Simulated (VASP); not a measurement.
Input of a VASP 6.6.1 run:

INCAR

```
PREC     = Accurate       # precision mode
ENCUT    = 600            # plane-wave cutoff, eV
EDIFF    = 1E-7           # SCF threshold, eV
ISMEAR   = 0              # smearing method
SIGMA    = 0.1            # smearing width, eV
LREAL    = False          # projectors in reciprocal space
LASPH    = True           # aspherical terms in the spheres
NELM     = 100            # most SCF steps
ALGO     = Normal         # electronic algorithm
ISIF     = 3              # what is computed and relaxed
LWAVE    = False          # write WAVECAR
LCHARG   = False          # write CHGCAR
GGA      = PE             # functional
IBRION   = 2              # ionic algorithm
NSW      = 90             # ionic steps
EDIFFG   = -0.04          # ionic threshold
```

The input KPOINTS:

```
regular mesh
0
Gamma
  6 6 6
```

File POSCAR:

```
Be4C
1.0
   -2.0919337900      2.0919337900      2.6051701000
    2.0919337900     -2.0919337900      2.6051701000
    2.0919337900      2.0919337900     -2.6051701000
Be C
4 1
Direct
    0.5980913900      0.2022848300      0.1056524000
    0.0966324200      0.4924389900      0.8943476000
    0.2022848300      0.0966324200      0.6041934300
    0.4924389900      0.5980913900      0.3958065700
    0.9018386600      0.9018386600      0.0000000000
```

Potentials or basis: VASP PAW PBE potentials, release 64 (Be, C).

The run is started by

```console
$ cat potpaw_PBE.64/Be/POTCAR potpaw_PBE.64/C/POTCAR > POTCAR
$ mpirun -np 1 vasp_std > vasp.out
```

Task: What does it give for the space group after relaxing (to 0.05 Å)?

Result: I422 (No. 97).

Task: What does it give for the relaxed cell?

Result: a = 3.668 Å, b = 3.668 Å, c = 3.668 Å, α = 105.69°, β = 105.69°, γ = 117.33°.

The path:
```
step  energy change (eV)  largest force (eV/Å)  pressure (GPa)  volume (Å³)
   1              0.0000                6.7944           10.44        45.60
   2             -3.2089                0.7927            2.21        49.57
   3             -3.2617                0.3838            0.16        48.89
   4             -3.2634                0.4066            0.40        48.99
   5             -3.2756                0.3746           -1.07        49.17
   6             -3.2855                0.3372           -4.28        49.56
   7             -3.2891                0.3482           -4.42        49.52
   8             -3.3005                0.3898           -4.86        49.39
   9             -3.3274                0.4772           -5.76        49.12
  10             -3.3998                0.6673           -7.61        48.60
  11             -3.6193                0.9713          -11.21        47.54
  12             -4.2160                0.9016          -15.80        45.36
  13             -4.3344                1.8007           -3.57        40.80
  14             -4.5682                1.3478          -13.81        43.20
  15             -4.5808                1.4127          -13.07        42.92
  16             -4.5900                1.4322          -12.63        42.76
  17             -4.6007                1.4684          -11.71        42.45
  18             -4.5944                1.5342           -9.55        41.83
  19             -4.6031                1.4876          -11.17        42.28
  20             -4.6211                1.4626          -11.10        42.21
  21             -4.6737                1.3881          -10.87        42.01
  22             -4.7729                1.2419          -10.37        41.60
  23             -4.9465                0.9585           -9.11        40.80
  24             -5.1859                0.6867           -5.57        39.20
  25             -5.1549                0.8116            6.48        36.09
  26             -5.2634                0.5838           -1.18        37.83
  27             -5.2640                0.5697           -0.72        37.70
  28             -5.2736                0.4577           -0.50        37.61
  29             -5.2905                0.1437            0.32        37.32
  30             -5.2922                0.1023            0.78        37.18
  31             -5.2936                0.0650            0.35        37.29
  32             -5.2942                0.0314           -0.31        37.44
```

Caveat: the volume moved by over 15 % at a fixed basis, so the end points are rough.
